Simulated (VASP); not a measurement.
# Be in VASP: further runs, part 2 of 3

VASP 6.6.1. The steps go on from the part before.

### 4 Electric field gradients, PBEsol (equal xy, yz and zx shear strains of +3 %)

INCAR

```
SYSTEM = Be
  ALGO = Normal
  EDIFF = 1E-8
  ENCUT = 520
  GGA = PS
  ISIF = 2
  ISMEAR = -1
  LASPH = .TRUE.
  LCHARG = .FALSE.
  LEFG = .TRUE.
  LREAL = .FALSE.
  LWAVE = .FALSE.
  NBANDS = 12
  NELM = 100
  PREC = Accurate
  SIGMA = 0.05
```

KPOINTS

```
k-points
0
G
  9 9 14
  0 0 0
```

POSCAR

```
Be
1.0
    3.7468140000      0.0562022100      0.0562022100
    0.0562022100      3.7468140000      0.0562022100
    0.0342192000      0.0342192000      2.2812800000
Be
4
Direct
    0.2974080000      0.2974080000      0.0000000000
    0.7025920000      0.7025920000      0.0000000000
    0.2025920000      0.7974080000      0.5000000000
    0.7974080000      0.2025920000      0.5000000000
```

Potentials or basis: VASP PAW PBE potentials, release 64 (Be).

Run with:

```sh
> cat potpaw_PBE.64/Be/POTCAR > POTCAR
> mpirun -np 1 vasp_std > vasp.out
```

OUTCAR:

```text
SYSTEM = Be
   EDIFF = 1E-8
   ENCUT = 520
   GGA = PS
   ISIF = 2
   ISMEAR = -1
   LASPH = .TRUE.
   LREAL = .FALSE.
   NELM = 100
   PREC = Accurate

 ion  position               nearest neighbor table
   1  0.297  0.297  0.000-   2 2.18   3 2.19   4 2.19   3 2.20   4 2.20   3 2.24   4 2.24   3 2.27
                             4 2.27
   2  0.703  0.703  0.000-   1 2.18   4 2.19   3 2.19   3 2.20   4 2.20   4 2.24   3 2.24   3 2.27
                             4 2.27
   3  0.203  0.797  0.500-   4 2.11   2 2.19   1 2.19   1 2.20   2 2.20   1 2.24   2 2.24   1 2.27
                             2 2.27
   4  0.797  0.203  0.500-   3 2.11   2 2.19   1 2.19   2 2.20   1 2.20   2 2.24   1 2.24   1 2.27
                             2 2.27

  LATTYP: Found a base centered monoclinic cell.
 ALAT       =     5.3794515836
 B/A-ratio  =     0.9702314754
 C/A-ratio  =     0.4241683738
 COS(beta)  =    -0.0420942467

  Lattice vectors:

 A1 = (  -3.7468140000,  -0.0562022100,  -0.0562022100)
 A2 = (  -0.0562022100,  -3.7468140000,  -0.0562022100)
 A3 = (   0.0342192000,   0.0342192000,   2.2812800000)

Analysis of symmetry for initial positions (statically):
=====================================================================
 Subroutine PRICEL returns:
 Original cell was already a primitive cell.

 Routine SETGRP: Setting up the symmetry group for a
 base centered monoclinic supercell.

 Subroutine GETGRP returns: Found  4 space group operations
 (whereof  4 operations were pure point group operations)
 out of a pool of  4 trial point group operations.

The static configuration has the point symmetry C_2h.

Analysis of symmetry for dynamics (positions and initial velocities):
[... 527 lines left out ...]
     12      20.5353      0.00000

 [... further k-points ...]
[... 5 lines left out ...]
  --------------------------------------------------------------------------------------
  -------------------------------------------------------------------------------------
  Total       -0.0067681     -0.0067681     -0.2835806     -0.8020642     -1.0389501     -1.0389501
  in kB       -0.3388167     -0.3388167    -14.1962799    -40.1519963    -52.0107026    -52.0107019
  external PRESSURE =      -4.9579711 kB  Pullay stress =       0.0000000 kB

 VOLUME and BASIS-vectors are now :
 -----------------------------------------------------------------------------
  energy-cutoff  :      520.00
  volume of cell :       32.00
      direct lattice vectors                 reciprocal lattice vectors
     3.746814000  0.056202210  0.056202210     0.267011799 -0.003945987 -0.003945987
     0.056202210  3.746814000  0.056202210    -0.003945987  0.267011799 -0.003945987
     0.034219200  0.034219200  2.281280000    -0.006480958 -0.006480958  0.438544829

 POSITION                                       TOTAL-FORCE (eV/Angst)
 -----------------------------------------------------------------------------------
      1.13105      1.13105      0.03343        -0.020974     -0.020974     -0.074356
      2.67197      2.67197      0.07897         0.020974      0.020974      0.074356
      0.82100      3.01624      1.19684        -0.011544      0.011544      0.000000
      3.01624      0.82100      1.19684         0.011544     -0.011544      0.000000
 -----------------------------------------------------------------------------------
    total drift:                                0.000000      0.000000     -0.000000

  FREE ENERGIE OF THE ION-ELECTRON SYSTEM (eV)
  ---------------------------------------------------
  free  energy   TOTEN  =       -15.7325382517 eV

  energy  without entropy=      -15.7278741709  energy(sigma->0) =      -15.73020621

 Electric field gradients (V/A^2)
---------------------------------------------------------------------
 ion       V_xx      V_yy      V_zz      V_xy      V_xz      V_yz
---------------------------------------------------------------------
   1       0.239     0.239    -0.477    -1.232     0.335     0.335
   2       0.239     0.239    -0.477    -1.232     0.335     0.335
   3       0.262     0.262    -0.524     1.710     0.286     0.286
   4       0.262     0.262    -0.524     1.710     0.286     0.286
---------------------------------------------------------------------

 Electric field gradients after diagonalization (V/A^2)
 (convention: |V_zz| > |V_xx| > |V_yy|)
----------------------------------------------------------------------
 ion       V_xx      V_yy      V_zz     asymmetry (V_yy - V_xx)/ V_zz
----------------------------------------------------------------------
   1      -1.275    -0.196     1.471       0.733
   2      -1.275    -0.196     1.471       0.733
   3      -1.448    -0.587     2.036       0.423
   4      -1.448    -0.587     2.036       0.423
----------------------------------------------------------------------

           NMR quadrupolar parameters

 Cq : quadrupolar parameter    Cq=e*Q*V_zz/h
 eta: asymmetry parameters     (V_yy - V_xx)/ V_zz
 Q  : nuclear electric quadrupole moment in mb (millibarn)
----------------------------------------------------------------------
 ion       Cq(MHz)       eta       Q (mb)
----------------------------------------------------------------------
   1       0.004       0.733       1.000
   2       0.004       0.733       1.000
   3       0.005       0.423       1.000
   4       0.005       0.423       1.000
----------------------------------------------------------------------
```

It took 36 s on 1 thread of Intel Xeon 6975P-C (Granite Rapids), shared host; peak memory 0.2 GiB.

What came out:

```yaml
Free_energy: -15.7325 eV
Pressure: -0.5 GPa
Largest_force: 0.080 eV/Å
Band_gap_on_the_k_mesh: zero (bands 4 and 5 overlap by 1.93 eV)
Largest_electric_field_gradient_by_atom: Be +1.5, +2.0 (each value once) V/Å²
```

Forces in eV/Å, atoms in the order of the input:
```
Be  -0.021 -0.021 -0.074
Be   0.021  0.021  0.074
Be  -0.012  0.012  0.000
Be   0.012 -0.012  0.000
```

Stress tensor (GPa, compression positive):
```
-0.03 -4.02 -5.20
-4.02 -0.03 -5.20
-5.20 -5.20 -1.42
```

Electric field gradients, principal values (V/Å²):
| atom | least | middle | greatest (by size) |
| --- | --- | --- | --- |
| 1 Be | -0.196 | -1.275 | 1.471 |
| 2 Be | -0.196 | -1.275 | 1.471 |
| 3 Be | -0.587 | -1.448 | 2.036 |
| 4 Be | -0.587 | -1.448 | 2.036 |

Caveat: the cell differs from its parent crystal (equal xy, yz and zx shear strains of +3 %); without QUAD_EFG the Cq values of the log hold for a quadrupole moment of 1 mb, not for the nuclei; the PAW data sets were made with another functional, which shifts forces and pressure a little.

### 5 Electric field gradients, PBEsol (7.53 Å³/atom)

This run uses another cell than the first one, of 7.53 Å³/atom.

INCAR

```
ALGO     = Normal         # electronic algorithm
EDIFF    = 1E-8           # SCF threshold, eV
ENCUT    = 520            # plane-wave cutoff, eV
GGA      = PS             # functional
ISIF     = 2              # what is computed and relaxed
ISMEAR   = -1             # smearing method
LASPH    = True           # aspherical terms in the spheres
LCHARG   = False          # write CHGCAR
LEFG     = True         
LREAL    = False          # projectors in reciprocal space
LWAVE    = False          # write WAVECAR
NBANDS   = 12             # bands
NELM     = 80             # most SCF steps
PREC     = Accurate       # precision mode
SIGMA    = 0.05           # smearing width, eV
```

KPOINTS

```
k-points
0
Gamma
  9 9 14
```

POSCAR

```
Be
1.0
    3.6703269463      0.0000000000      0.0000000000
    0.0000000000      3.6703269463      0.0000000000
    0.0000000000      0.0000000000      2.2347101981
Be
4
Direct
    0.2974080000      0.2974080000      0.0000000000
    0.7025920000      0.7025920000      0.0000000000
    0.2025920000      0.7974080000      0.5000000000
    0.7974080000      0.2025920000      0.5000000000
```

Potentials or basis: VASP PAW PBE potentials, release 64 (Be).

Run with:

```sh
> cat potpaw_PBE.64/Be/POTCAR > POTCAR
> mpirun -np 1 vasp_std > vasp.out
```

OUTCAR:

```text
EDIFF = 1E-8
   ENCUT = 520
   GGA = PS
   ISIF = 2
   ISMEAR = -1
   LASPH = True
   LREAL = False
   NELM = 80
   PREC = Accurate

 ion  position               nearest neighbor table
   1  0.297  0.297  0.000-   2 2.10   3 2.18   4 2.18   3 2.18   4 2.18   3 2.18   3 2.18   4 2.18
                             4 2.18
   2  0.703  0.703  0.000-   1 2.10   3 2.18   4 2.18   3 2.18   4 2.18   4 2.18   4 2.18   3 2.18
                             3 2.18
   3  0.203  0.797  0.500-   4 2.10   2 2.18   1 2.18   1 2.18   2 2.18   1 2.18   1 2.18   2 2.18
                             2 2.18
   4  0.797  0.203  0.500-   3 2.10   2 2.18   1 2.18   1 2.18   2 2.18   2 2.18   2 2.18   1 2.18
                             1 2.18

  LATTYP: Found a simple tetragonal cell.
 ALAT       =     3.6703269463
 C/A-ratio  =     0.6088586196

  Lattice vectors:

 A1 = (   3.6703269463,   0.0000000000,   0.0000000000)
 A2 = (   0.0000000000,   3.6703269463,   0.0000000000)
 A3 = (   0.0000000000,   0.0000000000,   2.2347101981)

Analysis of symmetry for initial positions (statically):
=====================================================================
 Subroutine PRICEL returns:
 Original cell was already a primitive cell.

 Routine SETGRP: Setting up the symmetry group for a
 simple tetragonal supercell.

 Subroutine GETGRP returns: Found 16 space group operations
 (whereof  8 operations were pure point group operations)
 out of a pool of 16 trial point group operations.

The static configuration has the point symmetry D_2h.
 The point group associated with its full space group is D_4h.

Analysis of symmetry for dynamics (positions and initial velocities):
=====================================================================
 Subroutine PRICEL returns:
 Original cell was already a primitive cell.

 Routine SETGRP: Setting up the symmetry group for a
 simple tetragonal supercell.

 Subroutine GETGRP returns: Found 16 space group operations
 (whereof  8 operations were pure point group operations)
 out of a pool of 16 trial point group operations.

The dynamic configuration has the point symmetry D_2h.
 The point group associated with its full space group is D_4h.

 Subroutine INISYM returns: Found 16 space group operations
 (whereof  8 operations are pure point group operations),
 and found     1 'primitive' translations

----------------------------------------------------------------------------------------

                                     Primitive cell

  volume of cell :      30.1045

  direct lattice vectors                    reciprocal lattice vectors
     3.670326946  0.000000000  0.000000000     0.272455292  0.000000000  0.000000000
     0.000000000  3.670326946  0.000000000     0.000000000  0.272455292  0.000000000
     0.000000000  0.000000000  2.234710198     0.000000000  0.000000000  0.447485316

  length of vectors
     3.670326946  3.670326946  2.234710198     0.272455292  0.272455292  0.447485316

  position of ions in fractional coordinates (direct lattice)
     0.297408000  0.297408000  0.000000000
     0.702592000  0.702592000  0.000000000
     0.202592000  0.797408000  0.500000000
     0.797408000  0.202592000  0.500000000

[... 102 lines left out ...]
   LORBIT       =      0    0 simple, 1 ext, 2 COOP (PROOUT), +10 PAW based schemes
   GGA     = PS    functional components
   LHFCALC =     F    Hartree Fock is set to
   AEXX    =    0.0000 exact exchange contribution
   IVDW    =     0    specifies the selected vdW correction
   LEPSILON=     F    determine dielectric tensor
   LRPA    =     F    only Hartree local field effects (RPA)
 non-spin polarized calculation
  energy-cutoff  :      520.00
  volume of cell :       30.10
 maximum number of plane-waves:       832
 NGX is ok and might be reduce to    28
   NGX = 13   NGY = 13   NGZ =  9

 number of electron       8.0000000 magnetization

 Free energy of the ion-electron system (eV)
  ---------------------------------------------------
  ext. energy  EPLUGINS =         0.00000000
  ---------------------------------------------------
  free energy    TOTEN  =       -15.73753265 eV

  energy without entropy =      -15.73339245  energy(sigma->0) =      -15.73546255

 E-fermi :   7.2927     XC(G=0): -10.7692

 val. band max:        7.2898505413   @ k =   0.2222   0.0000   0.2857
 cond. band min:       7.3072388950   @ k =   0.2222   0.0000   0.2857
 fundamental gap:      0.0173883538
 Fermi energy:         7.2927486270

 k-point     1 :       0.0000    0.0000    0.0000
  band No.  band energies     occupation
      1      -4.1883      2.00000
      2       2.0840      2.00000
      3       2.6448      2.00000
      4       6.3551      2.00000
      5       6.3551      2.00000
      6      12.4143      0.00000
      7      12.4143      0.00000
      8      14.9271      0.00000
      9      16.9344      0.00000
     10      18.3605      0.00000
     11      24.1869      0.00000
     12      24.1869      0.00000
[... 331 lines left out ...]
 k-point    24 :       0.4444    0.1111    0.0714
  band No.  band energies     occupation
      1      -2.3870      2.00000
      2      -1.4978      2.00000
      3       3.5700      2.00000
      4       4.4482      2.00000
      5       9.5800      0.00000
      6      10.0325      0.00000
      7      15.5931      0.00000
      8      17.9302      0.00000
      9      18.1821      0.00000
     10      19.1238      0.00000
     11      22.9556      0.00000
     12      24.2607      0.00000

 [... further k-points ...]
[... 5 lines left out ...]
  --------------------------------------------------------------------------------------
  -------------------------------------------------------------------------------------
  Total        1.4062324      1.4062324      1.3277307      0.0000000      0.0000000      0.0000000
  in kB       74.8405500     74.8405500     70.6626419      0.0000000      0.0000000      0.0000000
  external PRESSURE =      73.4479140 kB  Pullay stress =       0.0000000 kB

 VOLUME and BASIS-vectors are now :
 -----------------------------------------------------------------------------
  energy-cutoff  :      520.00
  volume of cell :       30.10
      direct lattice vectors                 reciprocal lattice vectors
     3.670326946  0.000000000  0.000000000     0.272455292  0.000000000  0.000000000
     0.000000000  3.670326946  0.000000000     0.000000000  0.272455292  0.000000000
     0.000000000  0.000000000  2.234710198     0.000000000  0.000000000  0.447485316

 POSITION                                       TOTAL-FORCE (eV/Angst)
 -----------------------------------------------------------------------------------
      1.09158      1.09158      0.00000        -0.029168     -0.029168     -0.000000
      2.57874      2.57874      0.00000         0.029168      0.029168      0.000000
      0.74358      2.92675      1.11736         0.029168     -0.029168      0.000000
      2.92675      0.74358      1.11736        -0.029168      0.029168      0.000000
 -----------------------------------------------------------------------------------
    total drift:                               -0.000000      0.000000      0.000000

  FREE ENERGIE OF THE ION-ELECTRON SYSTEM (eV)
  ---------------------------------------------------
  free  energy   TOTEN  =       -15.7375326515 eV

  energy  without entropy=      -15.7333924543  energy(sigma->0) =      -15.73546255

 Electric field gradients (V/A^2)
---------------------------------------------------------------------
 ion       V_xx      V_yy      V_zz      V_xy      V_xz      V_yz
---------------------------------------------------------------------
   1       0.273     0.273    -0.546    -1.502    -0.000     0.000
   2       0.273     0.273    -0.546    -1.502    -0.000     0.000
   3       0.273     0.273    -0.546     1.502     0.000    -0.000
   4       0.273     0.273    -0.546     1.502     0.000     0.000
---------------------------------------------------------------------

 Electric field gradients after diagonalization (V/A^2)
 (convention: |V_zz| > |V_xx| > |V_yy|)
----------------------------------------------------------------------
 ion       V_xx      V_yy      V_zz     asymmetry (V_yy - V_xx)/ V_zz
----------------------------------------------------------------------
   1      -1.229    -0.546     1.774       0.385
   2      -1.229    -0.546     1.774       0.385
   3      -1.229    -0.546     1.774       0.385
   4      -1.229    -0.546     1.774       0.385
----------------------------------------------------------------------

           NMR quadrupolar parameters

 Cq : quadrupolar parameter    Cq=e*Q*V_zz/h
 eta: asymmetry parameters     (V_yy - V_xx)/ V_zz
 Q  : nuclear electric quadrupole moment in mb (millibarn)
----------------------------------------------------------------------
 ion       Cq(MHz)       eta       Q (mb)
----------------------------------------------------------------------
   1       0.004       0.385       1.000
   2       0.004       0.385       1.000
   3       0.004       0.385       1.000
   4       0.004       0.385       1.000
----------------------------------------------------------------------
```

It took 42 s on 1 thread of Intel Xeon 8259CL, shared host; peak memory 0.15 GiB.

What came out:

- Free energy: -15.7375 eV
- Pressure: 7.3 GPa
- Largest force: 0.041 eV/Å
- Band gap on the k mesh: zero (bands 4 and 5 overlap by 1.97 eV)
- Largest electric field gradient by atom: Be +1.8 V/Å²

Forces on the atoms (eV/Å):
```
Be  -0.029 -0.029  0.000
Be   0.029  0.029  0.000
Be   0.029 -0.029  0.000
Be  -0.029  0.029  0.000
```

Stress tensor (GPa, compression positive):
```
7.48 0.00 0.00
0.00 7.48 0.00
0.00 0.00 7.07
```

Levels at points of the mesh, in eV from the Fermi level:
```csv
k point,band 1,band 2,band 3,band 4,band 5,band 6,band 7,band 8,band 9
"(0.00, 0.00, 0.00)",-11.48,-5.21,-4.65,-0.94,-0.94,5.12,5.12,7.63,9.64
"(0.00, 0.00, 0.50)",-6.01,-6.01,1.03,1.03,1.89,1.89,2.67,2.67,7.96
```

Electric field gradients, principal values (V/Å²):
| atom | least | middle | greatest (by size) |
| --- | --- | --- | --- |
| 1 Be | -0.546 | -1.229 | 1.774 |
| 2 Be | -0.546 | -1.229 | 1.774 |
| 3 Be | -0.546 | -1.229 | 1.774 |
| 4 Be | -0.546 | -1.229 | 1.774 |

Caveat: the cell stands under pressure; without QUAD_EFG the Cq values of the log hold for a quadrupole moment of 1 mb, not for the nuclei; the PAW data sets were made with another functional, which shifts forces and pressure a little.

[end of part 2 of 3]
